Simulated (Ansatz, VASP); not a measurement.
## SrAl2O2: VASP beside Ansatz

```
Sr Al O
1.0
     5.04825    0.00000    0.00000
    -2.52413    4.37192    0.00000
     0.00000    0.00000    3.63272
Sr Al O
1 2 2
Direct
  0.00000 0.00000 0.50000
  0.33333 0.66667 0.00000
  0.66667 0.33333 0.00000
  0.33333 0.66667 0.50000
  0.66667 0.33333 0.50000
```

Alike in both runs: functional PBE; k mesh 12 × 12 × 10; occupations gaussian, width 0.1 eV; no spin polarisation.

Ansatz relaxed the structure, and its values are those at the end. VASP's run is a single point on that final structure, the one shown.

|  | VASP | Ansatz |
| --- | --- | --- |
| version | VASP 6.6.1 | Ansatz 0.2.0 |
| potentials or method | VASP PAW PBE potentials, release 64 (Sr_sv, Al, O), cutoff 520 eV | scalar-relativistic, plane waves, PAW |
| valence electrons in the cell | 28 | 28 |

|  | VASP | Ansatz | Ansatz less VASP |
| --- | --- | --- | --- |
| gap on the k mesh at the Fermi level (eV) | none | none | - |
| pressure (GPa) | 0.1 | 0.0 | -0.08 |

A gap of «none» marks a metal or a gap that the smearing closes.
